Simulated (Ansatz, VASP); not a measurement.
**Co4Ge: VASP beside Ansatz**

```
Co Ge
1.0
     3.77019    0.00000    0.00000
    -1.88510    3.26508    0.00000
     0.00000    0.00000    6.96747
Co Ge
4 1
Direct
  0.00000 0.00000 0.67748
  0.00000 0.00000 0.32252
  0.33333 0.66667 0.50000
  0.66667 0.33333 0.50000
  0.00000 0.00000 0.00000
```

Alike in both runs: functional PBE; k mesh 6 × 6 × 4; occupations gaussian, width 0.1 eV; collinear spin.

Ansatz relaxed the structure, and its values are those at the end. VASP's run is a single point on that final structure, the one shown.

|  | VASP | Ansatz |
| --- | --- | --- |
| version | VASP 6.6.1 | Ansatz 0.2.0 |
| potentials or method | VASP PAW PBE potentials, release 64 (Co, Ge_d), cutoff 520 eV | scalar-relativistic, plane waves, PAW |
| valence electrons in the cell | 50 | 82 |

|  | VASP | Ansatz | Ansatz less VASP |
| --- | --- | --- | --- |
| gap on the k mesh at the Fermi level (eV) | none | none | - |
| pressure (GPa) | -0.2 | 0.0 | +0.25 |
| rms of the force components (eV/Å) | 0.015 | 0.000 | -0.0147 |
| net moment per atom (μB) | 1.14 | 1.14 | -0.001 |
| size of the moment on the site where the two differ most (μB) | 0.10 | 0.06 | -0.043 |

Site moments also hang on the region over which each program counts them. A gap of «none» marks a metal or a gap that the smearing closes. VASP's potentials hold 50 valence electrons a cell and Ansatz's 82, so a difference there can come from the potentials and not from the codes.
